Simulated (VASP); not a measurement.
**Ca: single point with PBEsol**

Crystal: Ca.

```
Ca
1.0
     0.00000    2.79420    2.79420
     2.94090    0.00000    2.79420
     2.94090    2.79420    0.00000
Ca
1
Direct
  0.00000 0.00000 0.00000
```

This cell differs from its parent crystal: strain +0.0525 x Voigt [1, 0, 0, 0, 0, 0].

```json
{
 "Program": "VASP 6.6.1",
 "Task": "single point",
 "Functional": "PBEsol",
 "Potentials or basis": "VASP PAW PBE potentials, release 64 (Ca_sv)",
 "Cutoff": "520 eV",
 "k mesh": "14 × 14 × 14",
 "Occupations": "gaussian, width 0.15 eV",
 "Spin": "no spin polarisation",
 "Dipole correction": "no",
 "Further INCAR settings": "ALGO = Normal; EDIFF = 1e-06; NBANDS = 11"
}
```

| Quantity | Value |
| --- | --- |
| Pressure | -1.8 GPa |
| Band gap on the k mesh | zero (band 5 reaches 1.80 eV, above the bottom of band 6 at 1.37 eV) |

Stress tensor (GPa, compression positive):
```
-2.15  0.00  0.00
 0.00 -1.67  0.00
 0.00  0.00 -1.67
```

Levels at points of the mesh, in eV from the Fermi level:
```tsv
k point	band 1	band 2	band 3	band 4	band 5	band 6	band 7	band 8	band 9	band 10
(0.00, 0.00, 0.00)	-42.04	-23.04	-23.04	-23.04	-3.88	2.07	2.29	2.29	3.03	3.32
(0.50, 0.00, 0.00)	-42.03	-23.15	-23.06	-23.05	-0.97	-0.20	1.98	2.24	3.76	3.85
(0.50, 0.50, 0.00)	-42.03	-23.14	-23.09	-23.08	-0.33	0.58	0.98	3.77	3.88	4.06
(0.00, 0.50, 0.50)	-42.03	-23.14	-23.07	-23.07	-0.50	0.53	0.67	3.82	3.96	3.96
```

Run time: 36 s on 1 thread of Intel(R) Xeon(R) 6975P-C (Granite Rapids), with other jobs on the host, peak memory 0.26 GiB.

Caveat: the cell differs from its parent crystal (strain +0.0525 x Voigt [1, 0, 0, 0, 0, 0]); the PAW data sets were made with another functional, which shifts forces and pressure a little.
